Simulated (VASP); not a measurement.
# Mo (Im-3m) in VASP: a series of runs

The runs below take Mo through single point, relaxation of cell and atoms, with LDA.

Program: VASP 6.6.1. These are calculated values, not measurements. Logs are shortened: lines on timing, memory, paths and dates and some standing lists are left out, and cuts for length are marked.

### Step 1. The cell of the first run

It takes space group Im-3m (No. 229, cubic). The conventional cell has a = 3.112 Å, b = 3.112 Å, c = 3.112 Å, α = 90.00°, β = 90.00°, γ = 90.00°. Mo (site symmetry m-3m) has 14 Mo at 2.69 to 3.11 Å within 3.6 Å.

### Step 2. Single point, LDA

Input file INCAR:

```
SYSTEM = Mo
PREC = Accurate
ENCUT = 520
EDIFF = 1E-6
ISMEAR = -1
SIGMA = 0.08
LREAL = .FALSE.
LASPH = .TRUE.
NELM = 60
ALGO = Normal
ISIF = 2
LWAVE = .FALSE.
LCHARG = .TRUE.
GGA = CA
LELF = .TRUE.
LVHAR = .TRUE.
NBANDS = 13
```

Input file KPOINTS:

```
Automatic mesh
0
G
  20 20 20
  0 0 0
```

Input file POSCAR:

```
Mo
1.0
   -1.5559015167      1.5559015167      1.5559015167
    1.5559015167     -1.5559015167      1.5559015167
    1.5559015167      1.5559015167     -1.5559015167
Mo
1
Direct
    0.0000000000      0.0000000000      0.0000000000
```

Potentials or basis: VASP PAW LDA potentials, release 64 (Mo_sv).

Command:

```bash
> cat potpaw_LDA.64/Mo_sv/POTCAR > POTCAR
> mpirun -np 1 vasp_std > vasp.out
```

OUTCAR:

```text
SYSTEM = Mo
   PREC = Accurate
   ENCUT = 520
   EDIFF = 1E-6
   ISMEAR = -1
   LREAL = .FALSE.
   LASPH = .TRUE.
   NELM = 60
   ISIF = 2
   GGA = CA

 ion  position               nearest neighbor table
   1  0.000  0.000  0.000-

  LATTYP: Found a body centered cubic cell.
 ALAT       =     3.1118030334

  Lattice vectors:

 A1 = (  -1.5559015167,   1.5559015167,   1.5559015167)
 A2 = (   1.5559015167,  -1.5559015167,   1.5559015167)
 A3 = (   1.5559015167,   1.5559015167,  -1.5559015167)

Analysis of symmetry for initial positions (statically):
=====================================================================
 Subroutine PRICEL returns:
 Original cell was already a primitive cell.

 Routine SETGRP: Setting up the symmetry group for a
 body centered cubic supercell.

 Subroutine GETGRP returns: Found 48 space group operations
 (whereof 48 operations were pure point group operations)
 out of a pool of 48 trial point group operations.

The static configuration has the point symmetry O_h .

Analysis of symmetry for dynamics (positions and initial velocities):
=====================================================================
 Subroutine PRICEL returns:
 Original cell was already a primitive cell.

 Routine SETGRP: Setting up the symmetry group for a
 body centered cubic supercell.

 Subroutine GETGRP returns: Found 48 space group operations
 (whereof 48 operations were pure point group operations)
 out of a pool of 48 trial point group operations.

The dynamic configuration has the point symmetry O_h .

 Subroutine INISYM returns: Found 48 space group operations
 (whereof 48 operations are pure point group operations),
 and found     1 'primitive' translations

----------------------------------------------------------------------------------------

                                     Primitive cell

  volume of cell :      15.0663

  direct lattice vectors                    reciprocal lattice vectors
    -1.555901517  1.555901517  1.555901517     0.000000000  0.321357100  0.321357100
     1.555901517 -1.555901517  1.555901517     0.321357100  0.000000000  0.321357100
     1.555901517  1.555901517 -1.555901517     0.321357100  0.321357100  0.000000000

  length of vectors
     2.694900478  2.694900478  2.694900478     0.454467570  0.454467570  0.454467570

  position of ions in fractional coordinates (direct lattice)
     0.000000000  0.000000000  0.000000000

  ion indices of the primitive-cell ions
   primitive index   ion index
                 1           1

----------------------------------------------------------------------------------------

 KPOINTS: Automatic mesh

Automatic generation of k-mesh.
 Grid dimensions read from file:
 generate k-points for:   20   20   20

 Generating k-lattice:

  Cartesian coordinates                     Fractional coordinates (reciprocal lattice)
     0.000000000  0.016067855  0.016067855     0.050000000  0.000000000  0.000000000
     0.016067855  0.000000000  0.016067855     0.000000000  0.050000000  0.000000000
     0.016067855  0.016067855  0.000000000     0.000000000  0.000000000  0.050000000

  Length of vectors
     0.022723378  0.022723378  0.022723378

  Shift w.r.t. Gamma in fractional coordinates (k-lattice)
     0.000000000  0.000000000  0.000000000

 Subroutine IBZKPT returns following result:
 ===========================================

 Found    256 irreducible k-points:

 Following reciprocal coordinates:
            Coordinates               Weight
  0.000000  0.000000  0.000000      1.000000
  0.050000  0.000000  0.000000     12.000000
  0.100000  0.000000  0.000000     12.000000
  0.150000  0.000000  0.000000     12.000000
  0.200000  0.000000  0.000000     12.000000
  0.250000  0.000000  0.000000     12.000000
[... 16 lines left out ...]
  0.200000  0.100000 -0.000000     48.000000
  0.250000  0.100000 -0.000000     48.000000
 [... further k-points ...]
   k-points           NKPTS =    256   k-points in BZ     NKDIM =    256   number of bands    NBANDS=     13
   number of dos      NEDOS =    301   number of ions     NIONS =      1
   total plane-waves  NPLWV =   8000
   dimension x,y,z NGX =    20 NGY =   20 NGZ =   20
   dimension x,y,z NGXF=    40 NGYF=   40 NGZF=   40
   ions per type =               1
   NGX,Y,Z   is equivalent  to a cutoff of  12.34, 12.34, 12.34 a.u.
   NGXF,Y,Z  is equivalent  to a cutoff of  24.68, 24.68, 24.68 a.u.
 SYSTEM =  Mo
   PREC   = accura    normal or accurate (medium, high low for compatibility)
   ISTART =      0    job   : 0-new  1-cont  2-samecut
   ICHARG =      2    charge: 1-file 2-atom 10-const
   ISPIN  =      1    spin polarized calculation?
   LNONCOLLINEAR =      F non collinear calculations
   LSORBIT =      F    spin-orbit coupling
   LASPH  =      T    aspherical Exc in radial PAW
   ENCUT  =  520.0 eV  38.22 Ry    6.18 a.u.   5.01  5.01  5.01*2*pi/ulx,y,z
   NELM   =     60;   NELMIN=  2; NELMDL= -5     # of ELM steps
   EDIFF  = 0.1E-05   stopping-criterion for ELM
   LREAL  =      F    real-space projection
   EDIFFG = 0.1E-04   stopping-criterion for IOM
   NSW    =      0    number of steps for IOM
   IBRION =     -1    ionic relax: 0-MD 1-quasi-New 2-CG
   NFREE  =      0    steps in history (QN), initial steepest desc. (CG)
   ISIF   =      2    stress and relaxation
   ISYM   =      2    0-nonsym 1-usesym 2-fastsym
   POTIM  = 0.5000    time-step for ionic-motion
   TEBEG  =    0.0;   TEEND  =   0.0 temperature during run
   PSTRESS=    0.0 pullay stress
   NELECT =      14.0000    total number of electrons
   NUPDOWN=      -1.0000    fix difference up-down
   EMIN   =  10.00;   EMAX   =-10.00  energy-range for DOS
   EFERMI =   0.00;   METHOD = LEGACY
   ISMEAR =    -1;   SIGMA  =   0.08  broadening in eV -4-tet -1-fermi 0-gaus
   EFERMI_NEDOS =   21; number of points for ismear=-14 and -15
   IALGO  =     38    algorithm
   IMIX   =      4    mixing-type and parameters
     AMIX     =   0.40;   BMIX     =  1.00
     AMIX_MAG =   1.60;   BMIX_MAG =  1.00
  volume/ion in A,a.u.               =      15.07       101.67
  Fermi-wavevector in a.u.,A,eV,Ry     =   1.597529  3.018892 34.723412  2.552099
  Thomas-Fermi vector in A             =   2.695121
   LORBIT       =      0    0 simple, 1 ext, 2 COOP (PROOUT), +10 PAW based schemes
   GGA     = CA    functional components
   LHFCALC =     F    Hartree Fock is set to
   AEXX    =    0.0000 exact exchange contribution
   IVDW    =     0    specifies the selected vdW correction
   LEPSILON=     F    determine dielectric tensor
   LRPA    =     F    only Hartree local field effects (RPA)
 non-spin polarized calculation
  energy-cutoff  :      520.00
  volume of cell :       15.07
 maximum number of plane-waves:       420
   NGX =  9   NGY =  9   NGZ =  9

 number of electron      13.9999996 magnetization

 Free energy of the ion-electron system (eV)
  ---------------------------------------------------
  ext. energy  EPLUGINS =         0.00000000
  ---------------------------------------------------
  free energy    TOTEN  =       -12.13811142 eV

  energy without entropy =      -12.12503862  energy(sigma->0) =      -12.13157502

 E-fermi :  13.0900     XC(G=0): -13.8105

 val. band max:       13.0832716993   @ k =  -0.4000   0.4000   0.0500
 cond. band min:      13.1085114831   @ k =  -0.2500   0.3000   0.1000
 fundamental gap:      0.0252397839
 Fermi energy:        13.0899680190

 k-point     1 :       0.0000    0.0000    0.0000
  band No.  band energies     occupation
      1     -47.8743      2.00000
      2     -21.2231      2.00000
      3     -21.2231      2.00000
      4     -21.2231      2.00000
      5       5.7284      2.00000
      6      11.6230      2.00000
      7      11.6230      2.00000
      8      11.6230      2.00000
      9      14.7644      0.00000
     10      14.7644      0.00000
     11      27.9484      0.00000
     12      27.9484      0.00000
     13      27.9484      0.00000

 k-point     2 :       0.0500    0.0000    0.0000
  band No.  band energies     occupation
      1     -47.8668      2.00000
      2     -21.2653      2.00000
      3     -21.2360      2.00000
      4     -21.2235      2.00000
      5       5.8450      2.00000
      6      11.5560      2.00000
      7      11.6128      2.00000
      8      11.7328      2.00000
      9      14.6618      0.00000
     10      14.7656      0.00000
     11      28.0399      0.00000
     12      28.1447      0.00000
     13      28.1943      0.00000

 k-point     3 :       0.1000    0.0000    0.0000
  band No.  band energies     occupation
      1     -47.8450      2.00000
      2     -21.3866      2.00000
      3     -21.2733      2.00000
      4     -21.2245      2.00000
      5       6.1802      2.00000
      6      11.3674      2.00000
      7      11.5696      2.00000
      8      12.0587      1.99999
      9      14.4231      0.00000
     10      14.7731      0.00000
     11      28.2734      0.00000
     12      28.7196      0.00000
     13      28.8357      0.00000
[... 305 lines left out ...]
 k-point    23 :       0.2000    0.1000   -0.0000
  band No.  band energies     occupation
      1     -47.7040      2.00000
      2     -22.0956      2.00000
      3     -21.4879      2.00000
      4     -21.2833      2.00000
      5       8.0245      2.00000
      6      10.4589      2.00000
      7      11.0270      2.00000
      8      13.9340      0.00005
      9      14.7285      0.00000
     10      15.2086      0.00000
     11      28.4525      0.00000
     12      29.5671      0.00000
     13      31.6882      0.00000

 k-point    24 :       0.2500    0.1000   -0.0000
  band No.  band energies     occupation
      1     -47.6575      2.00000
      2     -22.3088      2.00000
      3     -21.5778      2.00000
      4     -21.2881      2.00000
      5       8.2269      2.00000
      6      10.1586      2.00000
      7      11.3870      2.00000
      8      14.1296      0.00000
      9      15.3094      0.00000
     10      15.8134      0.00000
     11      27.5593      0.00000
     12      28.8075      0.00000
     13      32.9103      0.00000

 [... further k-points ...]

------------------------ aborting loop because EDIFF is reached ----------------------------------------

  FORCE on cell =-STRESS in cart. coord.  units (eV):
  Direction    XX          YY          ZZ          XY          YZ          ZX
  --------------------------------------------------------------------------------------
  -------------------------------------------------------------------------------------
  Total        0.1120835      0.1120835      0.1120835      0.0000000      0.0000000      0.0000000
  in kB       11.9191704     11.9191704     11.9191704      0.0000000      0.0000000      0.0000000
  external PRESSURE =      11.9191704 kB  Pullay stress =       0.0000000 kB

 VOLUME and BASIS-vectors are now :
 -----------------------------------------------------------------------------
  energy-cutoff  :      520.00
  volume of cell :       15.07
      direct lattice vectors                 reciprocal lattice vectors
    -1.555901517  1.555901517  1.555901517     0.000000000  0.321357100  0.321357100
     1.555901517 -1.555901517  1.555901517     0.321357100  0.000000000  0.321357100
     1.555901517  1.555901517 -1.555901517     0.321357100  0.321357100  0.000000000

 POSITION                                       TOTAL-FORCE (eV/Angst)
 -----------------------------------------------------------------------------------
      0.00000      0.00000      0.00000        -0.000000      0.000000     -0.000000
 -----------------------------------------------------------------------------------
    total drift:                                0.000000     -0.000000      0.000000

  FREE ENERGIE OF THE ION-ELECTRON SYSTEM (eV)
  ---------------------------------------------------
  free  energy   TOTEN  =       -12.1381114186 eV

  energy  without entropy=      -12.1250386158  energy(sigma->0) =      -12.13157502
```

It took 45 s on 1 thread of AMD EPYC 7R43 (Zen 3), shared host; peak memory 0.12 GiB.

Results:

```yaml
Free_energy: -12.1381 eV
Pressure: 1.2 GPa
Band_gap_on_the_k_mesh: zero (band 7 reaches 17.29 eV, above the bottom of band 8 at 11.62 eV)
```

### Step 3. Relaxation of cell and atoms, LDA

This run uses another cell than the first one, of 15.58 Å³/atom, 1.034 times its volume.

Input file INCAR:

```
PREC = Accurate ; ENCUT = 600
EDIFF = 1E-7 ; ISMEAR = -1
SIGMA = 0.08 ; LREAL = False
LASPH = True ; NELM = 60
ALGO = Normal ; ISIF = 3
LWAVE = False ; LCHARG = False
GGA = CA ; IBRION = 2
NSW = 100 ; EDIFFG = -0.002
```

Input file KPOINTS:

```
Automatic mesh
0
Gamma
  20 20 20
```

Input file POSCAR:

```
Mo
1.0
   -1.5734150000      1.5734150000      1.5734150000
    1.5734150000     -1.5734150000      1.5734150000
    1.5734150000      1.5734150000     -1.5734150000
Mo
1
Direct
    0.0000000000      0.0000000000      0.0000000000
```

Potentials or basis: VASP PAW LDA potentials, release 64 (Mo_sv).

Command:

```bash
> cat potpaw_LDA.64/Mo_sv/POTCAR > POTCAR
> mpirun -np 1 vasp_std > vasp.out
```

Run time: 4.2 min. Hardware: 1 thread of AMD EPYC 7R43 (Zen 3), shared host; peak memory 0.15 GiB.

Results (log left out):

* Free energy: -12.1387 eV
* Relaxed volume: 15.13 Å³/atom
* Relaxed cell: a = 2.698 Å, b = 2.698 Å, c = 2.698 Å, α = 109.47°, β = 109.47°, γ = 109.47°
* Space group after relaxing (to 0.05 Å): Im-3m (No. 229)
* Energy gained by relaxing: 11.8 meV/atom
* Ionic steps: 7
* Pressure after relaxing: 0.0 GPa
* Band gap on the k mesh: zero (band 7 reaches 17.20 eV, above the bottom of band 8 at 11.56 eV)

The path:
| step | energy change (eV) | largest force (eV/Å) | pressure (GPa) | volume (Å³) |
| --- | --- | --- | --- | --- |
| 1 | 0.0000 | 0.0000 | -8.12 | 15.58 |
| 2 | 0.0985 | 0.0000 | 30.21 | 13.87 |
| 3 | -0.0118 | 0.0000 | -0.31 | 15.14 |
| 4 | -0.0118 | 0.0000 | -0.04 | 15.13 |
| 5 | -0.0118 | 0.0000 | 0.14 | 15.12 |
| 6 | -0.0118 | 0.0000 | -0.32 | 15.14 |
| 7 | -0.0118 | 0.0000 | 0.00 | 15.13 |

Final structure:
```cif
data_structure
_symmetry_space_group_name_H-M 'P 1'
_symmetry_Int_Tables_number 1
_cell_length_a 2.6985
_cell_length_b 2.6985
_cell_length_c 2.6985
_cell_angle_alpha 109.471
_cell_angle_beta 109.471
_cell_angle_gamma 109.471
_cell_volume 15.13
loop_
_atom_site_label
_atom_site_type_symbol
_atom_site_fract_x
_atom_site_fract_y
_atom_site_fract_z
_atom_site_occupancy
Mo1 Mo 0.00000 0.00000 0.00000 1
```

Levels at points of the mesh, in eV from the Fermi level:
| k point | band 4 | band 5 | band 6 | band 7 | band 8 | band 9 | band 10 | band 11 |
| --- | --- | --- | --- | --- | --- | --- | --- | --- |
| (0.00, 0.00, 0.00) | -34.32 | -7.35 | -1.46 | -1.46 | -1.46 | 1.67 | 1.67 | 14.85 |
| (0.50, 0.00, 0.00) | -34.34 | -5.56 | -3.59 | 1.72 | 1.79 | 2.37 | 5.00 | 12.01 |
| (0.50, 0.50, 0.50) | -35.40 | -5.74 | -5.74 | 4.18 | 4.18 | 4.18 | 9.29 | 9.29 |
